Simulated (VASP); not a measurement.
Crystal: TePb.

```
Pb Te
1.0
     0.00000    3.18733    3.18733
     3.18733    0.00000    3.18733
     3.18733    3.18733    0.00000
Pb Te
1 1
Direct
  0.00000 0.00000 0.00000
  0.50000 0.50000 0.50000
```

Base run:

```yaml
Program: VASP 6.6.1
Functional: revpbe exchange, lda correlation
Potentials_or_basis: VASP PAW PBE potentials, release 64 (Pb_d, Te)
Cutoff: 500 eV
k_mesh: 7 × 7 × 7
Occupations: gaussian, width 0.01 eV
Spin: no spin polarisation
```

Its results: pressure 10.9 GPa.

Problem. The run is repeated on the same cell with these changes: functional from revpbe exchange, lda correlation to b88 exchange, pbe correlation; occupations from gaussian, width 0.01 eV to fermi-dirac, width 0.05 eV. What comes out?

Solution. Pressure 4.0 GPa.

Caveats: the cell stands under pressure; the PAW data sets were made with another functional, which shifts forces and pressure a little.
